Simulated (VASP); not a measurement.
# SnB17N18 (a cell with a defect) in VASP: single point with PBE

Aim: the single point of SnB17N18 (a cell with a defect) with PBE.

Program: VASP 6.6.1. These are calculated values, not measurements. Logs are shortened: lines on timing, memory, paths and dates and some standing lists are left out, and cuts for length are marked.

### Step 1. The cell of the first run

The cell holds a defect, 36 atoms: a = 7.505 Å, b = 7.505 Å, c = 7.369 Å, α = 90.00°, β = 90.00°, γ = 120.00°.

### Step 2. Single point, PBE

INCAR reads:

```
ALGO = Normal
EDIFF = 1E-6
ENCUT = 520
GGA = PE
GGA_COMPAT = F
ISIF = 2
ISMEAR = -1
LASPH = T
LCHARG = T
LELF = T
LREAL = Auto
LVHAR = T
LWAVE = F
NBANDS = 102
NELECT = 156.0
NELM = 120
PREC = Accurate
SIGMA = 0.01
```

KPOINTS reads:

```
k-points
0
Gamma
  3 3 3
```

POSCAR reads:

```
SnB17N18
1.0
    7.5049186035      0.0000000000      0.0000000000
   -3.7524593018      6.4994501639      0.0000000000
    0.0000000000      0.0000000000      7.3693201700
Sn B N
1 17 18
Direct
    0.2222222222      0.1111111111      0.7500000000
    0.2227032965      0.4564036578      0.7500000000
    0.2227032965      0.7662996386      0.7500000000
    0.5670336947      0.1106300369      0.7500000000
    0.5670336947      0.4564036578      0.7500000000
    0.5555555556      0.7777777778      0.7500000000
    0.8769296755      0.1106300369      0.7500000000
    0.8888888889      0.4444444444      0.7500000000
    0.8769296755      0.7662996386      0.7500000000
    0.1114863239      0.2218470094      0.2500000000
    0.1113014333      0.5556507166      0.2500000000
    0.1114863239      0.8896393145      0.2500000000
    0.4436940188      0.2218470094      0.2500000000
    0.4443091471      0.5552849610      0.2500000000
    0.4443091471      0.8890241862      0.2500000000
    0.7776826167      0.2220319001      0.2500000000
    0.7776826167      0.5556507166      0.2500000000
    0.7780483724      0.8890241862      0.2500000000
   -0.0556282318     -0.0278141159      0.7500000000
   -0.0000961061      0.3334294395      0.7500000000
   -0.0000961061      0.6664744544      0.7500000000
    0.3611474492     -0.0278141159      0.7500000000
    0.3611474492      0.3889615652      0.7500000000
    0.3350286222      0.6675143111      0.7500000000
    0.6658190222     -0.0016952889      0.7500000000
    0.6668588789      0.3334294395      0.7500000000
    0.6658190222      0.6675143111      0.7500000000
   -0.0006197129     -0.0003098564      0.2500000000
    0.0000430932      0.3332902402      0.2500000000
    0.0000430932      0.6667528530      0.2500000000
    0.3336431898     -0.0003098564      0.2500000000
    0.3336431898      0.3339530462      0.2500000000
    0.3331138130      0.6665569065      0.2500000000
    0.6667764268      0.0002195203      0.2500000000
    0.6665804803      0.3332902402      0.2500000000
    0.6667764268      0.6665569065      0.2500000000
```

Potentials or basis: VASP PAW PBE potentials, release 64 (Sn_d, B, N).

On the command line:

```console
> cat potpaw_PBE.64/Sn_d/POTCAR potpaw_PBE.64/B/POTCAR potpaw_PBE.64/N/POTCAR > POTCAR
> mpirun -np 1 vasp_std > vasp.out
```

OUTCAR:

```text
EDIFF = 1E-6
   ENCUT = 520
   GGA = PE
   ISIF = 2
   ISMEAR = -1
   LASPH = T
   LREAL = Auto
   NELECT = 156.0
   NELM = 120
   PREC = Accurate

 ion  position               nearest neighbor table
   1  0.222  0.111  0.750-  19 1.81  22 1.81  23 1.81   2 2.59   5 2.59   9 2.59   7 2.59   4 2.59
                             3 2.59
   2  0.223  0.456  0.750-  23 1.36  24 1.37  20 1.45   1 2.59
   3  0.223  0.766  0.750-  22 1.36  24 1.37  21 1.45   1 2.59
   4  0.567  0.111  0.750-  22 1.36  25 1.37  26 1.45   1 2.59
   5  0.567  0.456  0.750-  23 1.36  27 1.37  26 1.45   1 2.59
   6  0.556  0.778  0.750-  25 1.43  27 1.43  24 1.43
   7  0.877  0.111  0.750-  19 1.36  25 1.37  20 1.45   1 2.59
   8  0.889  0.444  0.750-  20 1.44  21 1.44  26 1.44
   9  0.877  0.766  0.750-  19 1.36  27 1.37  21 1.45   1 2.59
  10  0.111  0.222  0.250-  28 1.44  32 1.44  29 1.45
  11  0.111  0.556  0.250-  33 1.44  29 1.45  30 1.45
  12  0.111  0.890  0.250-  31 1.44  28 1.44  30 1.45
  13  0.444  0.222  0.250-  31 1.44  32 1.44  35 1.45
  14  0.444  0.555  0.250-  32 1.44  33 1.45  36 1.45
  15  0.444  0.889  0.250-  31 1.44  33 1.45  34 1.45
[... 19 lines left out ...]
  35  0.667  0.333  0.250-  17 1.45  16 1.45  13 1.45
  36  0.667  0.667  0.250-  17 1.44  18 1.45  14 1.45

  LATTYP: Found a hexagonal cell.
 ALAT       =     7.5049186035
 C/A-ratio  =     0.9819320581

  Lattice vectors:

 A1 = (   7.5049186035,   0.0000000000,   0.0000000000)
 A2 = (  -3.7524593018,   6.4994501639,   0.0000000000)
 A3 = (   0.0000000000,   0.0000000000,   7.3693201700)

Analysis of symmetry for initial positions (statically):
=====================================================================
 Subroutine PRICEL returns:
 Original cell was already a primitive cell.

 Routine SETGRP: Setting up the symmetry group for a
 hexagonal supercell.

 Subroutine GETGRP returns: Found 12 space group operations
 (whereof  2 operations were pure point group operations)
 out of a pool of 24 trial point group operations.

The static configuration has the point symmetry C_1h.
 The point group associated with its full space group is D_3h.

Analysis of symmetry for dynamics (positions and initial velocities):
=====================================================================
 Subroutine PRICEL returns:
 Original cell was already a primitive cell.

 Routine SETGRP: Setting up the symmetry group for a
 hexagonal supercell.

 Subroutine GETGRP returns: Found 12 space group operations
 (whereof  2 operations were pure point group operations)
 out of a pool of 24 trial point group operations.

The dynamic configuration has the point symmetry C_1h.
 The point group associated with its full space group is D_3h.

 Subroutine INISYM returns: Found 12 space group operations
 (whereof  2 operations are pure point group operations),
 and found     1 'primitive' translations

----------------------------------------------------------------------------------------

                                     Primitive cell

  volume of cell :     359.4596

  direct lattice vectors                    reciprocal lattice vectors
     7.504918604  0.000000000  0.000000000     0.133245949  0.076929584  0.000000000
    -3.752459302  6.499450164  0.000000000     0.000000000  0.153859169  0.000000000
     0.000000000  0.000000000  7.369320170     0.000000000  0.000000000  0.135697727

  length of vectors
     7.504918604  7.504918603  7.369320170     0.153859169  0.153859169  0.135697727

  position of ions in fractional coordinates (direct lattice)
     0.222222222  0.111111111  0.750000000
     0.222703297  0.456403658  0.750000000
     0.222703297  0.766299639  0.750000000
     0.567033695  0.110630037  0.750000000
     0.567033695  0.456403658  0.750000000
     0.555555556  0.777777778  0.750000000
[... 28 lines left out ...]
     0.666580480  0.333290240  0.250000000
     0.666776427  0.666556906  0.250000000

  ion indices of the primitive-cell ions
   primitive index   ion index
                 1           1
                 2           2
                 3           3
                 4           4
                 5           5
                 6           6
[... 28 lines left out ...]
                35          35
                36          36

----------------------------------------------------------------------------------------

 KPOINTS: k-points

Automatic generation of k-mesh.
 Grid dimensions read from file:
 generate k-points for:    3    3    3

 Generating k-lattice:

  Cartesian coordinates                     Fractional coordinates (reciprocal lattice)
     0.044415316  0.025643195  0.000000000     0.333333333  0.000000000  0.000000000
     0.000000000  0.051286390  0.000000000     0.000000000  0.333333333  0.000000000
     0.000000000  0.000000000  0.045232576     0.000000000  0.000000000  0.333333333

  Length of vectors
     0.051286390  0.051286390  0.045232576

  Shift w.r.t. Gamma in fractional coordinates (k-lattice)
     0.000000000  0.000000000  0.000000000

 Subroutine IBZKPT returns following result:
 ===========================================

 Found      6 irreducible k-points:

 Following reciprocal coordinates:
            Coordinates               Weight
  0.000000  0.000000  0.000000      1.000000
  0.333333  0.000000  0.000000      6.000000
  0.333333  0.333333  0.000000      2.000000
  0.000000  0.000000  0.333333      2.000000
  0.333333  0.000000  0.333333     12.000000
  0.333333  0.333333  0.333333      4.000000
   k-points           NKPTS =      6   k-points in BZ     NKDIM =      6   number of bands    NBANDS=    102
   number of dos      NEDOS =    301   number of ions     NIONS =     36
   total plane-waves  NPLWV = 175616
   dimension x,y,z NGX =    56 NGY =   56 NGZ =   56
   dimension x,y,z NGXF=   112 NGYF=  112 NGZF=  112
   ions per type =               1  17  18
   NGX,Y,Z   is equivalent  to a cutoff of  12.40, 12.40, 12.63 a.u.
   NGXF,Y,Z  is equivalent  to a cutoff of  24.81, 24.81, 25.27 a.u.
 SYSTEM =  unknown system
   PREC   = accura    normal or accurate (medium, high low for compatibility)
   ISTART =      0    job   : 0-new  1-cont  2-samecut
   ICHARG =      2    charge: 1-file 2-atom 10-const
   ISPIN  =      1    spin polarized calculation?
   LNONCOLLINEAR =      F non collinear calculations
   LSORBIT =      F    spin-orbit coupling
   LASPH  =      T    aspherical Exc in radial PAW
   ENCUT  =  520.0 eV  38.22 Ry    6.18 a.u.  13.95 13.95 13.70*2*pi/ulx,y,z
   NELM   =    120;   NELMIN=  2; NELMDL= -5     # of ELM steps
   EDIFF  = 0.1E-05   stopping-criterion for ELM
   LREAL  =      T    real-space projection
   EDIFFG = 0.1E-04   stopping-criterion for IOM
   NSW    =      0    number of steps for IOM
   IBRION =     -1    ionic relax: 0-MD 1-quasi-New 2-CG
   NFREE  =      0    steps in history (QN), initial steepest desc. (CG)
   ISIF   =      2    stress and relaxation
   ISYM   =      2    0-nonsym 1-usesym 2-fastsym
   POTIM  = 0.5000    time-step for ionic-motion
   TEBEG  =    0.0;   TEEND  =   0.0 temperature during run
   PSTRESS=    0.0 pullay stress
   NELECT =     156.0000    total number of electrons
   NUPDOWN=      -1.0000    fix difference up-down
   EMIN   =  10.00;   EMAX   =-10.00  energy-range for DOS
   EFERMI =   0.00;   METHOD = LEGACY
   ISMEAR =    -1;   SIGMA  =   0.01  broadening in eV -4-tet -1-fermi 0-gaus
   EFERMI_NEDOS =   21; number of points for ismear=-14 and -15
   IALGO  =     38    algorithm
   IMIX   =      4    mixing-type and parameters
     AMIX     =   0.40;   BMIX     =  1.00
     AMIX_MAG =   1.60;   BMIX_MAG =  1.00
  volume/ion in A,a.u.               =       9.98        67.38
  Fermi-wavevector in a.u.,A,eV,Ry     =   1.239461  2.342242 20.902150  1.536265
  Thomas-Fermi vector in A             =   2.373944
   LORBIT       =      0    0 simple, 1 ext, 2 COOP (PROOUT), +10 PAW based schemes
   GGA     = PE    functional components
   LHFCALC =     F    Hartree Fock is set to
   AEXX    =    0.0000 exact exchange contribution
   IVDW    =     0    specifies the selected vdW correction
   LEPSILON=     F    determine dielectric tensor
   LRPA    =     F    only Hartree local field effects (RPA)
 non-spin polarized calculation
  energy-cutoff  :      520.00
  volume of cell :      359.46
 maximum number of plane-waves:      9684
 NGX is ok and might be reduce to    56
   NGX = 27   NGY = 27   NGZ = 27

 number of electron     155.9999973 magnetization

 Free energy of the ion-electron system (eV)
  ---------------------------------------------------
  ext. energy  EPLUGINS =         0.00000000
  ---------------------------------------------------
  free energy    TOTEN  =      -293.98349352 eV

  energy without entropy =     -293.97938592  energy(sigma->0) =     -293.98143972

 E-fermi :   6.3975     XC(G=0):  -9.6967

 val. band max:        6.3814720791   @ k =   0.3333   0.0000   0.3333
 cond. band min:       6.4492824596   @ k =   0.0000   0.0000   0.0000
 fundamental gap:      0.0678103805
 Fermi energy:         6.3975190623

 k-point     1 :       0.0000    0.0000    0.0000
  band No.  band energies     occupation
      1     -18.1478      2.00000
      2     -18.1476      2.00000
      3     -17.9811      2.00000
      4     -17.2105      2.00000
      5     -17.2105      2.00000
      6     -15.9250      2.00000
[... 82 lines left out ...]
     89       9.0028      0.00000
     90       9.3977      0.00000

 k-point     2 :       0.3333    0.0000    0.0000
  band No.  band energies     occupation
      1     -18.1544      2.00000
      2     -18.1462      2.00000
      3     -17.9614      2.00000
      4     -17.2105      2.00000
      5     -17.2105      2.00000
      6     -15.7825      2.00000
[... 361 lines left out ...]
     89       8.4122      0.00000
     90       9.1540      0.00000

 k-point     6 :       0.3333    0.3333    0.3333
  band No.  band energies     occupation
      1     -18.1579      2.00000
      2     -18.1449      2.00000
      3     -17.9521      2.00000
      4     -17.2106      2.00000
      5     -17.2105      2.00000
      6     -15.5968      2.00000
[... 82 lines left out ...]
     89       8.5767      0.00000
     90       8.6685      0.00000
 [bands above 90 left out]

------------------------ aborting loop because EDIFF is reached ----------------------------------------

  FORCE on cell =-STRESS in cart. coord.  units (eV):
  Direction    XX          YY          ZZ          XY          YZ          ZX
  --------------------------------------------------------------------------------------
  -------------------------------------------------------------------------------------
  Total       75.3794226     75.3794226      8.7542000     -0.0000000      0.0000000      0.0000000
  in kB      335.9799485    335.9799485     39.0190794     -0.0000000      0.0000000      0.0000000
  external PRESSURE =     236.9929921 kB  Pullay stress =       0.0000000 kB

 VOLUME and BASIS-vectors are now :
 -----------------------------------------------------------------------------
  energy-cutoff  :      520.00
  volume of cell :      359.46
      direct lattice vectors                 reciprocal lattice vectors
     7.504918604  0.000000000  0.000000000     0.133245949  0.076929584  0.000000000
    -3.752459302  6.499450164  0.000000000     0.000000000  0.153859169  0.000000000
     0.000000000  0.000000000  7.369320170     0.000000000  0.000000000  0.135697727

 POSITION                                       TOTAL-FORCE (eV/Angst)
 -----------------------------------------------------------------------------------
      1.25082      0.72216      5.52699         0.000000      0.000000     -0.000000
     -0.04127      2.96637      5.52699         0.003925     -0.008560     -0.000000
     -1.20414      4.98053      5.52699        -0.005451      0.007679     -0.000000
      3.84041      0.71903      5.52699        -0.009376      0.000881      0.000000
      2.54291      2.96637      5.52699        -0.003925     -0.008560     -0.000000
      1.25082      5.05513      5.52699         0.000000      0.000000     -0.000000
[... 28 lines left out ...]
      3.75197      2.16620      1.84233         0.002250      0.001299     -0.000000
      2.50288      4.33225      1.84233         0.002569     -0.001483     -0.000000
 -----------------------------------------------------------------------------------
    total drift:                               -0.000052     -0.000021      0.000000

  FREE ENERGIE OF THE ION-ELECTRON SYSTEM (eV)
  ---------------------------------------------------
  free  energy   TOTEN  =      -293.9834935217 eV

  energy  without entropy=     -293.9793859191  energy(sigma->0) =     -293.98143972
```

Wall time 5.6 min (1 thread of Intel Xeon Platinum 8375C at 2.90GHz (Ice Lake), shared host); peak memory 0.49 GiB.

Results:

```yaml
Free_energy: -293.9835 eV
Largest_force: 0.179 eV/Å
```

Forces in eV/Å, atoms in the order of the input:
```
Sn   0.000  0.000  0.000
B    0.004 -0.009  0.000
B   -0.005  0.008  0.000
B   -0.009  0.001  0.000
B   -0.004 -0.009  0.000
B    0.000  0.000  0.000
B    0.009  0.001  0.000
B    0.000  0.000  0.000
B    0.005  0.008  0.000
B    0.001  0.000  0.000
B    0.001  0.001  0.000
B    0.000  0.001  0.000
B   -0.001  0.000  0.000
B    0.000 -0.001  0.000
B   -0.001  0.000  0.000
B    0.000 -0.002  0.000
B   -0.001  0.001  0.000
B    0.001  0.000  0.000
N    0.155  0.090  0.000
N    0.010 -0.006  0.000
N    0.000  0.012  0.000
N   -0.155  0.090  0.000
N    0.000 -0.179  0.000
N    0.006  0.004  0.000
N    0.000 -0.007  0.000
N   -0.010 -0.006  0.000
N   -0.006  0.004  0.000
N    0.002  0.001  0.000
N   -0.002  0.001  0.000
N    0.000 -0.003  0.000
N   -0.002  0.001  0.000
N    0.000 -0.002  0.000
N   -0.003 -0.001  0.000
N    0.000  0.003  0.000
N    0.002  0.001  0.000
N    0.003 -0.001  0.000
```

Caveat: the cell carries a net charge on a neutralising background, which shifts energy and pressure; the cell is charged against a uniform background, so pressure and absolute levels hang on convention; spin-orbit coupling is left out, which moves the levels of the heavy elements.
